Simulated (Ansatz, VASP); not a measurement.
# HfSbAu3 in VASP and in Ansatz

Contents of INCAR:

```
SYSTEM = HfSbAu3
PREC = Accurate
ENCUT = 600
EDIFF = 1E-6
ISMEAR = 0
SIGMA = 0.1
LREAL = .False.
LASPH = .True.
NELM = 80
ALGO = Normal
ISIF = 3
LWAVE = .False.
LCHARG = .False.
GGA = PE
IBRION = 2
NSW = 90
EDIFFG = -0.04
```

The input KPOINTS:

```
Automatic mesh
0
Gamma
  4 4 4
  0 0 0
```

The input POSCAR:

```
HfSbAu3
1.0
    4.5998977705      0.0000000000      0.0000000000
    0.0000000000      4.5998977705      0.0000000000
    0.0000000000      0.0000000000      4.5998977705
Hf Sb Au
1 1 3
Direct
    0.5000000000      0.5000000000      0.5000000000
    0.0000000000      0.0000000000      0.0000000000
    0.0000000000      0.5000000000      0.5000000000
    0.5000000000      0.0000000000      0.5000000000
    0.5000000000      0.5000000000      0.0000000000
```

Input for Ansatz:

```yaml
crystal:
  lattice:
    - [4.5998977705, 0.0, 0.0]
    - [0.0, 4.5998977705, 0.0]
    - [0.0, 0.0, 4.5998977705]
  atoms:
    - { symbol: Hf, position: [0.5, 0.5, 0.5] }
    - { symbol: Sb, position: [0.0, 0.0, 0.0] }
    - { symbol: Au, position: [0.0, 0.5, 0.5] }
    - { symbol: Au, position: [0.5, 0.0, 0.5] }
    - { symbol: Au, position: [0.5, 0.5, 0.0] }
basis:
  ecutwfc: 420
kpoints:
  mp_grid: { grid: [4, 4, 4] }
hamiltonian:
  xc: pbe
scf:
  occupations: { method: gaussian, width: 0.1 }
  lower_state_search: "off"
output:
  forces: true
  stress: true
  eigenvalues: true
relax:
  adjacent_minimum: "off"
  f_tol: 0.04
  max_steps: 70
  cell: { stress_tol: 0.4 }
```

Alike in both runs: task relaxation of cell and atoms; functional PBE; k mesh 4 × 4 × 4; occupations gaussian, width 0.1 eV; no spin polarisation.

|  | VASP | Ansatz |
| --- | --- | --- |
| version | VASP 6.6.1 | Ansatz 0.2.0 |
| potentials or method | VASP PAW PBE potentials, release 64 (Hf_pv, Sb, Au), cutoff 600 eV | scalar-relativistic, plane waves, PAW |
| valence electrons in the cell | 48 | 98 |

Ansatz gave:

* gap on the k mesh at the Fermi level, each at its own relaxed structure (eV): none
* relaxed volume (Å³/atom): 27.87
* relaxed cell length with the largest relative difference (Å): 5.184

Q: What did VASP give for the same quantities?

A: gap on the k mesh at the Fermi level, each at its own relaxed structure (eV): none; relaxed volume (Å³/atom): 27.77; relaxed cell length with the largest relative difference (Å): 5.178.

A gap of «none» marks a metal or a gap that the smearing closes. VASP's potentials hold 48 valence electrons a cell and Ansatz's 98, so a difference there can come from the potentials and not from the codes.

Neither program's run includes spin-orbit coupling. Noted on VASP's run: the volume moved by over 15 % at a fixed basis, so the end points are rough.
